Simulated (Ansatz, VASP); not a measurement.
## ZrB2: VASP beside Ansatz

```
CELL_PARAMETERS angstrom
3.21790 0.00000 0.00000
-1.60895 2.78678 0.00000
0.00000 0.00000 3.62360
ATOMIC_POSITIONS crystal
Zr 0.00000 0.00000 0.00000
B 0.33333 0.66667 0.50000
B 0.66667 0.33333 0.50000
```

Alike in both runs: task single point; functional PBEsol; k mesh 15 × 15 × 12; occupations gaussian, width 0.15 eV; no spin polarisation.

|  | VASP | Ansatz |
| --- | --- | --- |
| version | VASP 6.6.1 | Ansatz 0.2.0 |
| potentials or method | VASP PAW PBE potentials, release 64 (Zr_sv, B), cutoff 520 eV | scalar-relativistic, plane waves, PAW |
| valence electrons in the cell | 18 | 18 |

```csv
,VASP,Ansatz,Ansatz less VASP
gap on the k mesh at the Fermi level (eV),none,none,-
pressure (GPa),-15.3,-15.6,-0.27
"traceless stress, the component that is largest in VASP (GPa)",-1.62,-1.61,+0.014
```

VASP's potentials were made for PBE, not for PBEsol. A gap of «none» marks a metal or a gap that the smearing closes.
